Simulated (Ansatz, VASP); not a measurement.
**MgO in VASP and in Ansatz**

INCAR

```
SYSTEM = MgO
PREC     = Accurate       ! precision mode
ENCUT    = 520            ! plane-wave cutoff, eV
EDIFF    = 1E-6           ! SCF threshold, eV
ISMEAR   = 0              ! smearing method
SIGMA    = 0.05           ! smearing width, eV
LREAL    = .False.        ! projectors in reciprocal space
LASPH    = .True.         ! aspherical terms in the spheres
NELM     = 80             ! most SCF steps
ALGO     = Normal         ! electronic algorithm
ISIF     = 2              ! what is computed and relaxed
LWAVE    = .False.        ! write WAVECAR
LCHARG   = .True.         ! write CHGCAR
GGA      = PE             ! functional
LELF     = .True.         ! ELF
LVHAR    = .True.       
NBANDS   = 11             ! bands
```

The input KPOINTS:

```
Automatic mesh
0
Gamma
  10 10 10
  0 0 0
```

The input POSCAR:

```
MgO
1.0
    0.0000000000      2.1800959780      2.0205767601
    2.1800959780      0.0000000000      2.0205767601
    2.1800959780      2.1800959780      0.0000000000
Mg O
1 1
Direct
    0.0000000000      0.0000000000      0.0000000000
    0.5000000000      0.5000000000      0.5000000000
```

Input for Ansatz:

```yaml
crystal:
  lattice:
    - [0.0, 2.180095978, 2.0205767601]
    - [2.180095978, 0.0, 2.0205767601]
    - [2.180095978, 2.180095978, 0.0]
  atoms:
    - { symbol: Mg, position: [0.0, 0.0, 0.0] }
    - { symbol: O, position: [0.5, 0.5, 0.5] }
basis:
  ecutwfc: 420
kpoints:
  mp_grid: { grid: [10, 10, 10] }
hamiltonian:
  xc: pbe
scf:
  occupations: { method: gaussian, width: 0.05 }
output:
  forces: true
  stress: true
  eigenvalues: true
```

Change from the starting cell: strain +0.025 along x and y, -0.050 along z, atoms carried along.

Alike in both runs: task single point; functional PBE; k mesh 10 × 10 × 10; occupations gaussian, width 0.05 eV; no spin polarisation.

|  | VASP | Ansatz |
| --- | --- | --- |
| version | VASP 6.6.1 | Ansatz 0.2.0 |
| potentials or method | VASP PAW PBE potentials, release 64 (Mg, O), cutoff 520 eV | scalar-relativistic, plane waves, PAW |
| valence electrons in the cell | 8 | 16 |

|  | VASP | Ansatz | Ansatz less VASP |
| --- | --- | --- | --- |
| gap on the k mesh at the Fermi level (eV) | 4.37 | 4.39 | +0.019 |
| least direct gap on the mesh (eV) | 4.37 | 4.39 | +0.019 |
| pressure (GPa) | 1.4 | 2.1 | +0.73 |
| traceless stress, the component that is largest in VASP (GPa) | 10.76 | 10.68 | -0.074 |

The functional is the same, so the differences come from potentials, cutoffs and numerics. VASP's potentials hold 8 valence electrons a cell and Ansatz's 16, so a difference there can come from the potentials and not from the codes.
